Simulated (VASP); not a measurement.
NiO:

```
Ni O
1.0
     0.00000    2.08590    2.08590
     2.08590    0.00000    2.08590
     2.08590    2.08590    0.00000
Ni O
1 1
Cartesian
  0.0000 0.0000 0.0000
  2.0859 2.0859 2.0859
```

| Item | Value |
| --- | --- |
| Program | VASP 6.6.1 |
| Task | relaxation of cell and atoms |
| Functional | BLYP |
| Dispersion | D3(BJ) |
| Potentials or basis | VASP PAW PBE potentials, release 64 (Ni, O) |
| Cutoff | 600 eV |
| k mesh | 11 × 11 × 11 |
| Occupations | fermi-dirac, width 0.05 eV |
| Spin | collinear spin, ferromagnetic start |
| Starting moments | [1.0, 0.0] μB |

At the start: pressure 5.8 GPa; volume 9.08 Å³/atom.

How do energy, volume and symmetry change on relaxing?

Over 3 steps the energy falls by 4.2 meV/atom and the volume is 9.31 Å³/atom (+2.6 %); space group Fm-3m (No. 225, to 0.1 Å) before and after; moment 1.70 μB per cell.

Step by step:
```csv
step,energy change (eV),largest force (eV/Å),pressure (GPa),volume (Å³)
1,0.0000,0.0000,5.84,18.15
2,-0.0030,0.0000,-4.16,19.03
3,-0.0084,0.0000,-0.05,18.63
```

Final structure:
```
Ni O
1.0
     0.00000    2.10403    2.10403
     2.10403    0.00000    2.10403
     2.10403    2.10403    0.00000
Ni O
1 1
Direct
  0.00000 0.00000 0.00000
  0.50000 0.50000 0.50000
```

Caveat: the PAW data sets were made with another functional, which shifts forces and pressure a little; a cell with one magnetic atom can't hold antiferromagnetic order, which such compounds often take.
